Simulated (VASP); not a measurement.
# Be2CdS2 (Cmmm) in VASP: a series of runs, part 2 of 2

VASP 6.6.1. The steps go on from the part before.

## 3. Single point, PBE

This run uses another cell than the first one, of 21.19 Å³/atom.

Contents of INCAR:

```
SYSTEM = Be2CdS2
PREC     = Accurate       ! precision mode
ENCUT    = 520            ! plane-wave cutoff, eV
EDIFF    = 1E-7           ! SCF threshold, eV
ISMEAR   = 0              ! smearing method
SIGMA    = 0.1            ! smearing width, eV
LREAL    = .FALSE.        ! projectors in reciprocal space
LASPH    = .TRUE.         ! aspherical terms in the spheres
NELM     = 60             ! most SCF steps
ALGO     = Normal         ! electronic algorithm
ISIF     = 2              ! what is computed and relaxed
LWAVE    = .FALSE.        ! write WAVECAR
LCHARG   = .FALSE.        ! write CHGCAR
GGA      = PE             ! functional
NBANDS   = 22             ! bands
```

Contents of KPOINTS:

```
Automatic mesh
0
G
  12 12 12
  0 0 0
```

Contents of POSCAR:

```
Be2CdS2
1.0
    1.5375132894    -11.2082388978      0.0000000000
    1.5375132894     11.2082388978      0.0000000000
    0.0000000000      0.0000000000      3.0736571605
Be Cd S
2 1 2
Direct
    0.8487663515      0.1512336485      0.0000000000
    0.1512336485      0.8487663515      0.0000000000
    0.5000000000      0.5000000000      0.5000000000
    0.6515168230      0.3484831770      0.5000000000
    0.3484831770      0.6515168230      0.5000000000
```

Potentials or basis: VASP PAW PBE potentials, release 64 (Be, Cd, S).

The run is started by

```bash
cat potpaw_PBE.64/Be/POTCAR potpaw_PBE.64/Cd/POTCAR potpaw_PBE.64/S/POTCAR > POTCAR
mpirun -np 1 vasp_std > vasp.out
```

OUTCAR:

```text
SYSTEM = Be2CdS2
   PREC = Accurate
   ENCUT = 520
   EDIFF = 1E-7
   ISMEAR = 0
   LREAL = .FALSE.
   LASPH = .TRUE.
   NELM = 60
   ISIF = 2
   GGA = PE

 ion  position               nearest neighbor table
   1  0.849  0.151  0.000-   5 2.17   5 2.17   5 2.17   5 2.17
   2  0.151  0.849  0.000-   4 2.17   4 2.17   4 2.17   4 2.17
   3  0.500  0.500  0.500-
   4  0.652  0.348  0.500-   2 2.17   2 2.17   2 2.17   2 2.17
   5  0.348  0.652  0.500-   1 2.17   1 2.17   1 2.17   1 2.17

  LATTYP: Found a base centered orthorhombic cell.
 ALAT       =     3.0750265788
 B/A-ratio  =     7.2898484683
 C/A-ratio  =     0.9995546646

  Lattice vectors:

 A1 = (   1.5375132894, -11.2082388978,   0.0000000000)
 A2 = (   1.5375132894,  11.2082388978,   0.0000000000)
 A3 = (   0.0000000000,   0.0000000000,   3.0736571605)

Analysis of symmetry for initial positions (statically):
=====================================================================
 Subroutine PRICEL returns:
 Original cell was already a primitive cell.

 Routine SETGRP: Setting up the symmetry group for a
 base centered orthorhombic supercell.

 Subroutine GETGRP returns: Found  8 space group operations
 (whereof  8 operations were pure point group operations)
 out of a pool of  8 trial point group operations.

The static configuration has the point symmetry D_2h.

Analysis of symmetry for dynamics (positions and initial velocities):
=====================================================================
 Subroutine PRICEL returns:
 Original cell was already a primitive cell.

 Routine SETGRP: Setting up the symmetry group for a
 base centered orthorhombic supercell.

 Subroutine GETGRP returns: Found  8 space group operations
 (whereof  8 operations were pure point group operations)
 out of a pool of  8 trial point group operations.

The dynamic configuration has the point symmetry D_2h.
[... 122 lines left out ...]
   IALGO  =     38    algorithm
   IMIX   =      4    mixing-type and parameters
     AMIX     =   0.40;   BMIX     =  1.00
     AMIX_MAG =   1.60;   BMIX_MAG =  1.00
  volume/ion in A,a.u.               =      21.19       142.98
  Fermi-wavevector in a.u.,A,eV,Ry     =   1.050623  1.985390 15.018232  1.103809
  Thomas-Fermi vector in A             =   2.185634
   LORBIT       =      0    0 simple, 1 ext, 2 COOP (PROOUT), +10 PAW based schemes
   GGA     = PE    functional components
   LHFCALC =     F    Hartree Fock is set to
   AEXX    =    0.0000 exact exchange contribution
   IVDW    =     0    specifies the selected vdW correction
   LEPSILON=     F    determine dielectric tensor
   LRPA    =     F    only Hartree local field effects (RPA)
 non-spin polarized calculation
 Gauss-broadening in eV      SIGMA  =   0.10
  energy-cutoff  :      520.00
  volume of cell :      105.94
 maximum number of plane-waves:      2888
   NGX = 43   NGY = 43   NGZ = 11

 number of electron      27.9999998 magnetization

 Free energy of the ion-electron system (eV)
  ---------------------------------------------------
  ext. energy  EPLUGINS =         0.00000000
  ---------------------------------------------------
  free energy    TOTEN  =       -17.28082137 eV

  energy without entropy =      -17.27563808  energy(sigma->0) =      -17.27822972

 E-fermi :   2.7410     XC(G=0):  -8.5744

 val. band max:        2.7248887612   @ k =   0.3333   0.3333   0.4167
 cond. band min:       2.8467390186   @ k =   0.2500   0.1667   0.4167
 fundamental gap:      0.1218502574
 Fermi energy:         2.7409969066

 k-point     1 :       0.0000    0.0000    0.0000
  band No.  band energies     occupation
      1     -11.9962      2.00000
      2     -11.9574      2.00000
      3      -6.2614      2.00000
      4      -5.9619      2.00000
      5      -5.3682      2.00000
      6      -5.3675      2.00000
[... 589 lines left out ...]
     21       8.8815      0.00000
     22       9.5524      0.00000

 [... further k-points ...]

------------------------ aborting loop because EDIFF is reached ----------------------------------------

  FORCE on cell =-STRESS in cart. coord.  units (eV):
  Direction    XX          YY          ZZ          XY          YZ          ZX
  --------------------------------------------------------------------------------------
  -------------------------------------------------------------------------------------
  Total        0.0387160      0.0031393      0.0243215      0.0000000      0.0000000      0.0000000
  in kB        0.5855443      0.0474793      0.3678399      0.0000000      0.0000000      0.0000000
  external PRESSURE =       0.3336212 kB  Pullay stress =       0.0000000 kB

 VOLUME and BASIS-vectors are now :
 -----------------------------------------------------------------------------
  energy-cutoff  :      520.00
  volume of cell :      105.94
      direct lattice vectors                 reciprocal lattice vectors
     1.537513289-11.208238898  0.000000000     0.325200441 -0.044610041  0.000000000
     1.537513289 11.208238898  0.000000000     0.325200441  0.044610041  0.000000000
     0.000000000  0.000000000  3.073657160     0.000000000  0.000000000  0.325345329

 POSITION                                       TOTAL-FORCE (eV/Angst)
 -----------------------------------------------------------------------------------
      1.53751     -7.81811      0.00000        -0.000000     -0.001985      0.000000
      1.53751      7.81811      0.00000        -0.000000      0.001985      0.000000
      1.53751      0.00000      1.53683         0.000000      0.000000      0.000000
      1.53751     -3.39647      1.53683        -0.000000     -0.004829      0.000000
      1.53751      3.39647      1.53683        -0.000000      0.004829      0.000000
 -----------------------------------------------------------------------------------
    total drift:                               -0.000000     -0.000000      0.000000

  FREE ENERGIE OF THE ION-ELECTRON SYSTEM (eV)
  ---------------------------------------------------
  free  energy   TOTEN  =       -17.2808213743 eV

  energy  without entropy=      -17.2756380755  energy(sigma->0) =      -17.27822972
```

stdout:

```text
POSCAR found type information on POSCAR BeCdS
 POSCAR found :  3 types and       5 ions
 scaLAPACK will be used
 LDA part: xc-table for (Slater+PW92), standard interpolation
 POSCAR, INCAR and KPOINTS ok, starting setup
 FFT: planning ... GRIDC
 FFT: planning ... GRID_SOFT
 FFT: planning ... GRID
 WAVECAR not read
 entering main loop
```

Wall time 49 min (1 thread of Intel Xeon 8259CL, shared host); peak memory 0.94 GiB.

What came out:

```
Free energy            : -17.2808 eV
Pressure               : 0.0 GPa
Largest force          : 0.005 eV/Å
Band gap on the k mesh : zero (bands 14 and 15 overlap by 0.91 eV)
```

Forces on the atoms (eV/Å):
```
Be   0.000 -0.002  0.000
Be   0.000  0.002  0.000
Cd   0.000  0.000  0.000
S    0.000 -0.005  0.000
S    0.000  0.005  0.000
```

The gap in the log of VASP goes by the Fermi energy; the results here count the filled bands.